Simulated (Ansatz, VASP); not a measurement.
## Te2Mo: VASP beside Ansatz

```
Te Mo
1.0
     3.49661    0.00000    0.00000
    -1.74830    3.02815    0.00000
     0.00000    0.00000   13.69515
Te Mo
4 2
Direct
  0.33333 0.66667 0.61732
  0.66667 0.33333 0.11732
  0.33333 0.66667 0.88268
  0.66667 0.33333 0.38268
  0.33333 0.66667 0.25000
  0.66667 0.33333 0.75000
```

Alike in both runs: functional PBE; dispersion D3(BJ); k mesh 12 × 12 × 4; no spin polarisation.

Ansatz relaxed the structure, and its values are those at the end. VASP's run is a single point on that final structure, the one shown.

```csv
,VASP,Ansatz
version,VASP 6.6.1,Ansatz 0.2.0
potentials or method,"VASP PAW PBE potentials, release 64 (Te, Mo_sv)","scalar-relativistic, plane waves, PAW"
plane-wave cutoff (eV),520,420
occupations,"gaussian, width 0.01 eV",fixed
valence electrons in the cell,52,92
```

Ansatz gave:

- gap on the k mesh at the Fermi level (eV): 0.65
- least direct gap on the mesh (eV): 1.03
- pressure (GPa): 0.0
- rms of the force components (eV/Å): 0.000

**Question.** Which values does VASP return?

**Answer.** gap on the k mesh at the Fermi level (eV): 0.64; least direct gap on the mesh (eV): 1.04; pressure (GPa): 0.0; rms of the force components (eV/Å): 0.007.

VASP's potentials hold 52 valence electrons a cell and Ansatz's 92, so a difference there can come from the potentials and not from the codes. Ansatz's warnings: relaxed geometry near dispersion switch.

Neither program's run includes spin-orbit coupling.
